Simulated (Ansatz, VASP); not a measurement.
## Two plane-wave programs on NaF

INCAR

```
PREC = Accurate
ENCUT = 520
EDIFF = 1E-6
ISMEAR = 0
SIGMA = 0.01
LREAL = False
LASPH = True
NELM = 100
ALGO = Normal
ISIF = 2
LWAVE = False
LCHARG = True
GGA = CA
LELF = True
LVHAR = True
NBANDS = 14
```

File KPOINTS:

```
regular mesh
0
Gamma
  6 6 6
```

POSCAR

```
NaF
1.0
    2.7934852186      0.0000000000      0.0000000000
    0.0000000000      2.7934852186      0.0000000000
    0.0000000000      0.0000000000      2.7934852186
Na F
1 1
Direct
    0.0000000000      0.0000000000      0.0000000000
    0.5000000000      0.5000000000      0.5000000000
```

Input for Ansatz:

```yaml
crystal:
  lattice:
    - [2.7934852186, 0.0, 0.0]
    - [0.0, 2.7934852186, 0.0]
    - [0.0, 0.0, 2.7934852186]
  atoms:
    - { symbol: Na, position: [0.0, 0.0, 0.0] }
    - { symbol: F, position: [0.5, 0.5, 0.5] }
kpoints:
  mp_grid: { grid: [6, 6, 6] }
hamiltonian:
  xc: lda
scf:
  occupations: { method: fixed }
  n_extra_bands: 4
output:
  forces: true
  stress: true
  eigenvalues: true
```

Alike in both runs: task single point; functional LDA; k mesh 6 × 6 × 6; no spin polarisation.

|  | VASP | Ansatz |
| --- | --- | --- |
| version | VASP 6.6.1 | Ansatz 0.2.0 |
| potentials or method | VASP PAW LDA potentials, release 64 (Na_pv, F) | plane waves |
| plane-wave cutoff (eV) | 520 | 420 |
| occupations | gaussian, width 0.01 eV | fixed |
| valence electrons in the cell | 14 | 16 |

VASP gave:

| Property | Result |
| --- | --- |
| gap on the k mesh at the Fermi level (eV) | 5.78 |
| pressure (GPa) | -3.6 |

Question: Which values does Ansatz return?

Answer: gap on the k mesh at the Fermi level (eV): 5.80; pressure (GPa): -3.5.

LDA's correlation is that of Perdew and Zunger in VASP and of Perdew and Wang (1992) in Ansatz. VASP's potentials hold 14 valence electrons a cell and Ansatz's 16, so a difference there can come from the potentials and not from the codes.
